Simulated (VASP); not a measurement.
Here is a VASP 6.6.1 calculation.

The input INCAR:

```
PREC = Accurate
ENCUT = 520
EDIFF = 1E-7
ISMEAR = -1
SIGMA = 0.1
LREAL = F
LASPH = T
NELM = 80
ALGO = Normal
ISIF = 2
LWAVE = F
LCHARG = T
GGA = PE
LELF = T
LVHAR = T
NBANDS = 32
```

The input KPOINTS:

```
Automatic mesh
0
Gamma
  5 5 5
```

File POSCAR:

```
Pt3PbC
1.0
    4.4239629183      0.0000000000      0.0000000000
    0.0000000000      4.4239629183      0.0000000000
    0.0000000000      0.0000000000      4.4239629183
Pt Pb C
3 1 1
Direct
    0.0000000000      0.5000000000      0.5000000000
    0.5000000000      0.5000000000      0.0000000000
    0.5000000000      0.0000000000      0.5000000000
    0.0000000000      0.0000000000      0.0000000000
    0.5000000000      0.5000000000      0.5000000000
```

Potentials or basis: VASP PAW PBE potentials, release 64 (Pt, Pb_d, C).

Command:

```bash
$ cat potpaw_PBE.64/Pt/POTCAR potpaw_PBE.64/Pb_d/POTCAR potpaw_PBE.64/C/POTCAR > POTCAR
$ mpirun -np 1 vasp_std > vasp.out
```

**Question.** Predict the band gap on the k mesh.

**Answer.** Zero (band 24 reaches 8.45 eV, above the bottom of band 25 at 8.04 eV).

**Question.** Predict the pressure.

**Answer.** -8.3 GPa.

Caveat: spin-orbit coupling is left out, which moves the levels of the heavy elements.
